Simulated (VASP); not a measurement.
A run of VASP 6.6.1:

Contents of INCAR:

```
ALGO = Normal ; EDIFF = 1E-6
ENCUT = 520 ; GGA = PE
ISIF = 2 ; ISMEAR = 1
LASPH = True ; LCHARG = True
LELF = True ; LREAL = False
LVHAR = True ; LWAVE = False
NBANDS = 11 ; NELM = 100
PREC = Accurate ; SIGMA = 0.1
```

KPOINTS

```
k-points
0
Gamma
  14 14 14
```

Contents of POSCAR:

```
Pd
1.0
    0.0000000000      1.9734737307      1.9734737307
    1.9734737307      0.0000000000      1.9734737307
    1.9734737307      1.9734737307      0.0000000000
Pd
1
Direct
    0.0000000000      0.0000000000      0.0000000000
```

Potentials or basis: VASP PAW PBE potentials, release 64 (Pd).

Command:

```bash
$ cat potpaw_PBE.64/Pd/POTCAR > POTCAR
$ mpirun -np 1 vasp_std > vasp.out
```

Hardware: 1 thread of Intel Xeon 6975P-C, with other jobs on the host.

Task: Estimate the wall time of this run.

Result: Run time: 11 s on 1 thread of Intel Xeon 6975P-C, on a shared host, peak memory 0.15 GiB. Counts: scf iterations 11, k points 104.
